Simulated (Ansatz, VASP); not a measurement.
## Sr in VASP and in Ansatz

Contents of INCAR:

```
ALGO = Fast ; EDIFF = 1E-6
ENCUT = 520 ; GGA = PS
ISIF = 2 ; ISMEAR = 0
LASPH = T ; LCHARG = T
LELF = T ; LREAL = F
LVHAR = T ; LWAVE = F
NBANDS = 11 ; NELM = 100
PREC = Accurate ; SIGMA = 0.15
```

Contents of KPOINTS:

```
k-points
0
Gamma
  14 14 14
```

The input POSCAR:

```
Sr
1.0
   -2.4250000000      2.6978125000      2.4250000000
    2.4250000000     -2.6978125000      2.4250000000
    2.4250000000      2.6978125000     -2.4250000000
Sr
1
Direct
    0.0000000000      0.0000000000      0.0000000000
```

Input for Ansatz:

```yaml
crystal:
  lattice:
    - [-2.425, 2.6978125, 2.425]
    - [2.425, -2.6978125, 2.425]
    - [2.425, 2.6978125, -2.425]
  atoms:
    - { symbol: Sr, position: [0.0, 0.0, 0.0] }
basis:
  ecutwfc: 420
kpoints:
  mp_grid: { grid: [14, 14, 14] }
hamiltonian:
  xc: pbesol
scf:
  occupations: { method: gaussian, width: 0.15 }
output:
  forces: true
  stress: true
  eigenvalues: true
```

Change from the starting cell: strain +0.1125 x Voigt [0, 1, 0, 0, 0, 0], atoms carried along.

Alike in both runs: task single point; functional PBEsol; k mesh 14 × 14 × 14; occupations gaussian, width 0.15 eV; no spin polarisation.

|  | VASP | Ansatz |
| --- | --- | --- |
| version | VASP 6.6.1 | Ansatz 0.2.0 |
| potentials or method | VASP PAW PBE potentials, release 64 (Sr_sv), cutoff 520 eV | scalar-relativistic, plane waves, PAW |
| valence electrons in the cell | 10 | 10 |

|  | VASP | Ansatz | Ansatz less VASP |
| --- | --- | --- | --- |
| gap on the k mesh at the Fermi level (eV) | none | none | - |
| pressure (GPa) | -1.8 | -1.8 | -0.01 |
| traceless stress, the component that is largest in VASP (GPa) | 0.09 | 0.09 | +0.001 |

VASP's potentials were made for PBE, not for PBEsol. A gap of «none» marks a metal or a gap that the smearing closes. With one functional, cell and mesh, what is left measures potentials, basis and numerics.
